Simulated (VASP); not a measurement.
# Sc8H in VASP: further runs

The runs below take Sc8H through single point, with LDA.

Program: VASP 6.6.1. These are calculated values, not measurements. Logs are shortened: lines on timing, memory, paths and dates and some standing lists are left out, and cuts for length are marked.

### 1 The cell of the first run

The cell holds a slab with vacuum, 9 atoms: a = 6.459 Å, b = 4.985 Å, c = 19.026 Å, α = 90.00°, β = 90.00°, γ = 90.00°.

### 2 Single point, LDA

INCAR

```
ALGO = Normal ; DIPOL = 0.5 0.5 0.323
EDIFF = 1E-6 ; ENCUT = 520
GGA = CA ; IDIPOL = 3
ISIF = 2 ; ISMEAR = 0
LASPH = T ; LCHARG = F
LDIPOL = T ; LREAL = F
LWAVE = F ; NBANDS = 54
NELM = 100 ; PREC = Accurate
SIGMA = 0.1
```

KPOINTS

```
k-points
0
Gamma
  4 6 1
```

POSCAR

```
Sc8H
1.0
    6.4591689165      0.0000000000      0.0000000000
    0.0000000000      4.9849552023      0.0000000000
    0.0000000000      0.0000000000     19.0264987477
Sc H
8 1
Direct
    0.0000000000      0.7500000000      0.2102331098
    0.5000000000      0.7500000000      0.2102331098
    0.2500000000      0.2500000000      0.2592332301
    0.7500000000      0.2500000000      0.2592332301
    0.2500000000      0.7500000000      0.3431453096
    0.7500000000      0.7500000000      0.3431453096
    0.0000000000      0.2500000000      0.3955798094
    0.5000000000      0.2500000000      0.3955798094
    0.0625000000      0.2500000000      0.4914695283
```

Potentials or basis: VASP PAW LDA potentials, release 64 (Sc_sv, H).

Command:

```
cat potpaw_LDA.64/Sc_sv/POTCAR potpaw_LDA.64/H/POTCAR > POTCAR
mpirun -np 1 vasp_std > vasp.out
```

OUTCAR:

```text
EDIFF = 1E-6
   ENCUT = 520
   GGA = CA
   ISIF = 2
   ISMEAR = 0
   LASPH = T
   LREAL = F
   NELM = 100
   PREC = Accurate

 ion  position               nearest neighbor table
   1  0.000  0.750  0.210-   5 3.00   6 3.00   3 3.11   4 3.11   3 3.11   4 3.11   2 3.23   2 3.23

   2  0.500  0.750  0.210-   5 3.00   6 3.00   3 3.11   4 3.11   3 3.11   4 3.11   1 3.23   1 3.23

   3  0.250  0.250  0.259-   5 2.96   5 2.96   8 3.06   7 3.06   1 3.11   1 3.11   2 3.11   2 3.11
                             4 3.23   4 3.23
   4  0.750  0.250  0.259-   6 2.96   6 2.96   8 3.06   7 3.06   1 3.11   1 3.11   2 3.11   2 3.11
                             3 3.23   3 3.23
   5  0.250  0.750  0.343-   3 2.96   3 2.96   1 3.00   2 3.00   8 3.13   7 3.13   7 3.13   8 3.13
                             6 3.23   6 3.23
   6  0.750  0.750  0.343-   4 2.96   4 2.96   1 3.00   2 3.00   8 3.13   7 3.13   7 3.13   8 3.13
                             5 3.23   5 3.23
   7  0.000  0.250  0.396-   9 1.87   4 3.06   3 3.06   6 3.13   5 3.13   5 3.13   6 3.13   8 3.23
                             8 3.23
   8  0.500  0.250  0.396-   3 3.06   4 3.06   5 3.13   6 3.13   5 3.13   6 3.13   7 3.23   7 3.23

   9  0.062  0.250  0.491-   7 1.87

  LATTYP: Found a simple orthorhombic cell.
 ALAT       =     4.9849552023
 B/A-ratio  =     1.2957325902
 C/A-ratio  =     3.8167842991

  Lattice vectors:

 A1 = (   0.0000000000,  -4.9849552023,   0.0000000000)
 A2 = (   6.4591689165,   0.0000000000,   0.0000000000)
 A3 = (   0.0000000000,   0.0000000000,  19.0264987477)

Analysis of symmetry for initial positions (statically):
=====================================================================
 Subroutine PRICEL returns:
 Original cell was already a primitive cell.

 Routine SETGRP: Setting up the symmetry group for a
 simple orthorhombic supercell.

 Subroutine GETGRP returns: Found  2 space group operations
 (whereof  1 operations were pure point group operations)
 out of a pool of  8 trial point group operations.

The static configuration has the point symmetry C_1 .
 The point group associated with its full space group is C_1h.

Analysis of symmetry for dynamics (positions and initial velocities):
=====================================================================
 Subroutine PRICEL returns:
 Original cell was already a primitive cell.

 Routine SETGRP: Setting up the symmetry group for a
 simple orthorhombic supercell.

 Subroutine GETGRP returns: Found  2 space group operations
 (whereof  1 operations were pure point group operations)
 out of a pool of  8 trial point group operations.

The dynamic configuration has the point symmetry C_1 .
 The point group associated with its full space group is C_1h.

 Subroutine INISYM returns: Found  2 space group operations
 (whereof  1 operations are pure point group operations),
 and found     1 'primitive' translations

----------------------------------------------------------------------------------------

                                     Primitive cell

  volume of cell :     612.6279

  direct lattice vectors                    reciprocal lattice vectors
     6.459168917  0.000000000  0.000000000     0.154818679  0.000000000  0.000000000
     0.000000000  4.984955202  0.000000000     0.000000000  0.200603608  0.000000000
     0.000000000  0.000000000 19.026498748     0.000000000  0.000000000  0.052558277

  length of vectors
     6.459168917  4.984955202 19.026498748     0.154818679  0.200603608  0.052558277

  position of ions in fractional coordinates (direct lattice)
     0.000000000  0.750000000  0.210233110
     0.500000000  0.750000000  0.210233110
     0.250000000  0.250000000  0.259233230
     0.750000000  0.250000000  0.259233230
     0.250000000  0.750000000  0.343145310
     0.750000000  0.750000000  0.343145310
     0.000000000  0.250000000  0.395579809
     0.500000000  0.250000000  0.395579809
     0.062500000  0.250000000  0.491469528

  ion indices of the primitive-cell ions
   primitive index   ion index
                 1           1
                 2           2
                 3           3
                 4           4
                 5           5
                 6           6
                 7           7
                 8           8
                 9           9

----------------------------------------------------------------------------------------

 KPOINTS: k-points

Automatic generation of k-mesh.
 Grid dimensions read from file:
 generate k-points for:    4    6    1

 Generating k-lattice:

  Cartesian coordinates                     Fractional coordinates (reciprocal lattice)
     0.038704670  0.000000000  0.000000000     0.250000000  0.000000000  0.000000000
     0.000000000  0.033433935  0.000000000     0.000000000  0.166666667  0.000000000
     0.000000000  0.000000000  0.052558277     0.000000000  0.000000000  1.000000000

  Length of vectors
     0.038704670  0.033433935  0.052558277

  Shift w.r.t. Gamma in fractional coordinates (k-lattice)
     0.000000000  0.000000000  0.000000000

 Subroutine IBZKPT returns following result:
 ===========================================

 Found     12 irreducible k-points:

 Following reciprocal coordinates:
            Coordinates               Weight
  0.000000  0.000000  0.000000      1.000000
  0.250000  0.000000  0.000000      2.000000
  0.500000  0.000000  0.000000      1.000000
  0.000000  0.166667  0.000000      2.000000
  0.250000  0.166667  0.000000      4.000000
  0.500000  0.166667  0.000000      2.000000
  0.000000  0.333333  0.000000      2.000000
  0.250000  0.333333  0.000000      4.000000
  0.500000  0.333333  0.000000      2.000000
  0.000000  0.500000  0.000000      1.000000
  0.250000  0.500000  0.000000      2.000000
  0.500000  0.500000  0.000000      1.000000
   k-points           NKPTS =     12   k-points in BZ     NKDIM =     12   number of bands    NBANDS=     54
   number of dos      NEDOS =    301   number of ions     NIONS =      9
   total plane-waves  NPLWV = 276480
   dimension x,y,z NGX =    48 NGY =   40 NGZ =  144
   dimension x,y,z NGXF=    96 NGYF=   80 NGZF=  288
   ions per type =               8   1
   NGX,Y,Z   is equivalent  to a cutoff of  12.35, 13.34, 12.58 a.u.
   NGXF,Y,Z  is equivalent  to a cutoff of  24.71, 26.68, 25.16 a.u.
 SYSTEM =  unknown system
   PREC   = accura    normal or accurate (medium, high low for compatibility)
   ISTART =      0    job   : 0-new  1-cont  2-samecut
   ICHARG =      2    charge: 1-file 2-atom 10-const
   ISPIN  =      1    spin polarized calculation?
   LNONCOLLINEAR =      F non collinear calculations
   LSORBIT =      F    spin-orbit coupling
   LASPH  =      T    aspherical Exc in radial PAW
   ENCUT  =  520.0 eV  38.22 Ry    6.18 a.u.  12.01  9.27 35.38*2*pi/ulx,y,z
   NELM   =    100;   NELMIN=  2; NELMDL= -5     # of ELM steps
   EDIFF  = 0.1E-05   stopping-criterion for ELM
   LREAL  =      F    real-space projection
[... 7 lines left out ...]
   TEBEG  =    0.0;   TEEND  =   0.0 temperature during run
   PSTRESS=    0.0 pullay stress
   NELECT =      89.0000    total number of electrons
   NUPDOWN=      -1.0000    fix difference up-down
   EMIN   =  10.00;   EMAX   =-10.00  energy-range for DOS
   EFERMI =   0.00;   METHOD = LEGACY
   ISMEAR =     0;   SIGMA  =   0.10  broadening in eV -4-tet -1-fermi 0-gaus
   EFERMI_NEDOS =   21; number of points for ismear=-14 and -15
   IALGO  =     38    algorithm
   IMIX   =      4    mixing-type and parameters
     AMIX     =   0.40;   BMIX     =  1.00
     AMIX_MAG =   1.60;   BMIX_MAG =  1.00
  volume/ion in A,a.u.               =      68.07       459.36
  Fermi-wavevector in a.u.,A,eV,Ry     =   0.860609  1.626315 10.077127  0.740648
  Thomas-Fermi vector in A             =   1.978139
   LORBIT       =      0    0 simple, 1 ext, 2 COOP (PROOUT), +10 PAW based schemes
   GGA     = CA    functional components
   LHFCALC =     F    Hartree Fock is set to
   AEXX    =    0.0000 exact exchange contribution
   IVDW    =     0    specifies the selected vdW correction
   LEPSILON=     F    determine dielectric tensor
   LRPA    =     F    only Hartree local field effects (RPA)
 non-spin polarized calculation
 Gauss-broadening in eV      SIGMA  =   0.10
  energy-cutoff  :      520.00
  volume of cell :      612.63
 maximum number of plane-waves:     16576
   NGX = 25   NGY = 19   NGZ = 71

 dipolmoment           0.000000      0.000000     -0.326790 electrons x Angstroem

 number of electron      89.0000016 magnetization

 dipolmoment           0.000000      0.000000      0.243190 electrons x Angstroem

 Free energy of the ion-electron system (eV)
  ---------------------------------------------------
  ext. energy  EPLUGINS =         0.00000000
  ---------------------------------------------------
  free energy    TOTEN  =       -51.61471160 eV

  energy without entropy =      -51.53383644  energy(sigma->0) =      -51.57427402

 E-fermi :  -1.6826     XC(G=0):  -4.1686

 val. band max:       -1.6972044182   @ k =   0.2500   0.3333   0.0000
 cond. band min:      -1.6809563018   @ k =   0.2500   0.0000   0.0000
 fundamental gap:      0.0162481164
 Fermi energy:        -1.6825780370

 k-point     1 :       0.0000    0.0000    0.0000
  band No.  band energies     occupation
      1     -50.7824      2.00000
      2     -50.6565      2.00000
      3     -50.6238      2.00000
      4     -50.2678      2.00000
      5     -50.1854      2.00000
      6     -50.1731      2.00000
[... 46 lines left out ...]
     53      -0.3705      0.00000
     54      -0.3226      0.00000
[... 625 lines left out ...]
     53      -0.8798      0.00000
     54      -0.6892      0.00000

------------------------ aborting loop because EDIFF is reached ----------------------------------------

 vacuum level on the upper side and lower side of the slab       (xc-potential included)         0.633        -0.746

  FORCE on cell =-STRESS in cart. coord.  units (eV):
  Direction    XX          YY          ZZ          XY          YZ          ZX
  --------------------------------------------------------------------------------------
  -------------------------------------------------------------------------------------
  Total        0.2098945     -1.3800751      0.1490930      0.0000000      0.0000000      0.6414254
  in kB        0.5489272     -3.6092463      0.3899160      0.0000000      0.0000000      1.6774901
  external PRESSURE =      -0.8901344 kB  Pullay stress =       0.0000000 kB

 VOLUME and BASIS-vectors are now :
 -----------------------------------------------------------------------------
  energy-cutoff  :      520.00
  volume of cell :      612.63
      direct lattice vectors                 reciprocal lattice vectors
     6.459168917  0.000000000  0.000000000     0.154818679  0.000000000  0.000000000
     0.000000000  4.984955202  0.000000000     0.000000000  0.200603608  0.000000000
     0.000000000  0.000000000 19.026498748     0.000000000  0.000000000  0.052558277

 POSITION                                       TOTAL-FORCE (eV/Angst)
 -----------------------------------------------------------------------------------
      0.00000      3.73872      4.00000         0.015318      0.000000     -0.094060
      3.22958      3.73872      4.00000        -0.008987      0.000000     -0.217305
      1.61479      1.24624      4.93230         0.061173      0.000000      0.226473
      4.84438      1.24624      4.93230        -0.045871      0.000000      0.232899
      1.61479      3.73872      6.52885         0.141006      0.000000     -0.113420
      4.84438      3.73872      6.52885        -0.179501      0.000000     -0.171386
      0.00000      1.24624      7.52650        -0.009765      0.000000     -0.132090
      3.22958      1.24624      7.52650        -0.337834      0.000000      0.250759
      0.40370      1.24624      9.35094         0.364460      0.000000      0.018129
 -----------------------------------------------------------------------------------
    total drift:                               -0.000021      0.000000      0.001990

  FREE ENERGIE OF THE ION-ELECTRON SYSTEM (eV)
  ---------------------------------------------------
  free  energy   TOTEN  =       -51.6147116002 eV

  energy  without entropy=      -51.5338364350  energy(sigma->0) =      -51.57427402

 vacuum level on the upper side and lower side of the slab         3.297         1.837
```

Wall time 9.8 min (1 thread of AMD EPYC 9R45 (Zen 5), shared host); peak memory 0.59 GiB.

What came out:

| Item | Value |
| --- | --- |
| Free energy | -51.6147 eV |
| Largest force | 0.421 eV/Å |
| Band gap on the k mesh | zero (an odd number of electrons rules out a gap without spin polarisation) |

Forces on the atoms (eV/Å):
```
Sc   0.015  0.000 -0.094
Sc  -0.009  0.000 -0.217
Sc   0.061  0.000  0.226
Sc  -0.046  0.000  0.233
Sc   0.141  0.000 -0.113
Sc  -0.180  0.000 -0.171
Sc  -0.010  0.000 -0.132
Sc  -0.338  0.000  0.251
H    0.364  0.000  0.018
```

Levels at points of the mesh, in eV from the Fermi level:
| k point | band 42 | band 43 | band 44 | band 45 | band 46 | band 47 | band 48 | band 49 |
| --- | --- | --- | --- | --- | --- | --- | --- | --- |
| (0.00, 0.00, 0.00) | -0.53 | -0.36 | -0.33 | -0.21 | 0.01 | 0.19 | 0.54 | 0.60 |
| (0.50, 0.00, 0.00) | -0.49 | -0.45 | -0.18 | -0.08 | 0.31 | 0.36 | 0.40 | 0.40 |
| (0.00, 0.50, 0.00) | -0.22 | -0.02 | 0.00 | 0.02 | 0.52 | 0.58 | 0.59 | 0.64 |
| (0.50, 0.50, 0.00) | -0.24 | -0.22 | -0.21 | -0.17 | 0.56 | 0.57 | 0.61 | 0.63 |

### 3 Single point, LDA

INCAR

```
PREC = Accurate
ENCUT = 520
EDIFF = 1E-6
ISMEAR = 0
SIGMA = 0.1
LREAL = F
LASPH = T
NELM = 60
ALGO = Normal
ISIF = 2
LWAVE = F
LCHARG = F
LDIPOL = T
IDIPOL = 3
DIPOL = 0.5 0.5 0.314
NBANDS = 54
```

KPOINTS

```
Automatic mesh
0
Gamma
  4 6 1
```

POSCAR: that of step 2 with these lines changed.

```diff
@@ -16,2 +16,2 @@
     0.5000000000      0.2500000000      0.3955798094
-    0.0625000000      0.2500000000      0.4914695283
+    0.0000000000      0.6250000000      0.4084954233
```

Potentials or basis: VASP PAW LDA potentials, release 64 (Sc_sv, H).

Command:

```
cat potpaw_LDA.64/Sc_sv/POTCAR potpaw_LDA.64/H/POTCAR > POTCAR
mpirun -np 1 vasp_std > vasp.out
```

Run time: 8.3 min. Hardware: 1 thread of AMD EPYC 9R45 (Zen 5), shared host; peak memory 0.59 GiB.

It converged, with:

```
Free energy            : -52.8884 eV
Largest force          : 1.011 eV/Å
Band gap on the k mesh : zero (an odd number of electrons rules out a gap without spin polarisation)
```

Forces in eV/Å, atoms in the order of the input:
```
Sc   0.000  0.007 -0.298
Sc   0.000 -0.007 -0.432
Sc  -0.036  0.001  0.225
Sc   0.036  0.001  0.225
Sc  -0.239 -0.353  0.218
Sc   0.239 -0.353  0.218
Sc   0.000 -0.251 -0.130
Sc   0.000 -0.057 -0.043
H    0.000  1.011  0.017
```

Levels at points of the mesh, in eV from the Fermi level:
```
           k point  band 43  band 44  band 45  band 46  band 47  band 48
(0.00, 0.00, 0.00)    -0.36    -0.27    -0.22     0.12     0.19     0.46
(0.50, 0.00, 0.00)    -0.43    -0.23     0.13     0.28     0.29     0.35
(0.00, 0.50, 0.00)    -0.05    -0.01    -0.01     0.48     0.52     0.59
(0.50, 0.50, 0.00)    -0.25    -0.25    -0.04     0.55     0.56     0.57
```

### 4 Single point, LDA

INCAR

```
  PREC = Accurate
  ENCUT = 520
  EDIFF = 1E-6
  ISMEAR = 0
  SIGMA = 0.1
  LREAL = F
  LASPH = T
  NELM = 80
  ALGO = Normal
  ISIF = 2
  LWAVE = F
  LCHARG = T
  LDIPOL = T
  IDIPOL = 3
  DIPOL = 0.5 0.5 0.321
  GGA = CA
  LELF = T
  LVHAR = T
  LVACPOTAV = T
  NBANDS = 54
```

KPOINTS is that of step 3.

POSCAR: that of step 3 with these lines changed.

```diff
@@ -16,2 +16,2 @@
     0.5000000000      0.2500000000      0.3955798094
-    0.0000000000      0.6250000000      0.4084954233
+    0.1875000000      0.2500000000      0.4702061565
```

Command:

```
cat potpaw_LDA.64/Sc_sv/POTCAR potpaw_LDA.64/H/POTCAR > POTCAR
mpirun -np 1 vasp_std > vasp.out
```

Run time: 9.5 min. Hardware: 1 thread of AMD EPYC 9R45 (Zen 5), shared host; peak memory 0.59 GiB.

Results (log left out):

| Item | Value |
| --- | --- |
| Free energy | -52.1853 eV |
| Largest force | 1.154 eV/Å |
| Band gap on the k mesh | zero (an odd number of electrons rules out a gap without spin polarisation) |

Forces in eV/Å, atoms in the order of the input:
```
Sc   0.026  0.000 -0.176
Sc  -0.016  0.000 -0.223
Sc   0.029  0.000  0.143
Sc  -0.036  0.000  0.162
Sc   0.039  0.000  0.019
Sc  -0.097  0.000 -0.079
Sc   0.122  0.000 -0.333
Sc  -1.054  0.000  0.471
H    0.988  0.000  0.017
```

Levels at points of the mesh, in eV from the Fermi level:
| k point | band 43 | band 44 | band 45 | band 46 | band 47 | band 48 |
| --- | --- | --- | --- | --- | --- | --- |
| (0.00, 0.00, 0.00) | -0.34 | -0.32 | -0.20 | -0.01 | 0.20 | 0.41 |
| (0.50, 0.00, 0.00) | -0.43 | -0.17 | -0.07 | 0.33 | 0.36 | 0.41 |
| (0.00, 0.50, 0.00) | -0.07 | 0.01 | 0.09 | 0.54 | 0.58 | 0.59 |
| (0.50, 0.50, 0.00) | -0.21 | -0.19 | -0.19 | 0.58 | 0.58 | 0.62 |

(Part 1 of 2 ends here.)

The gap in the log of VASP goes by the Fermi energy; the results here count the filled bands.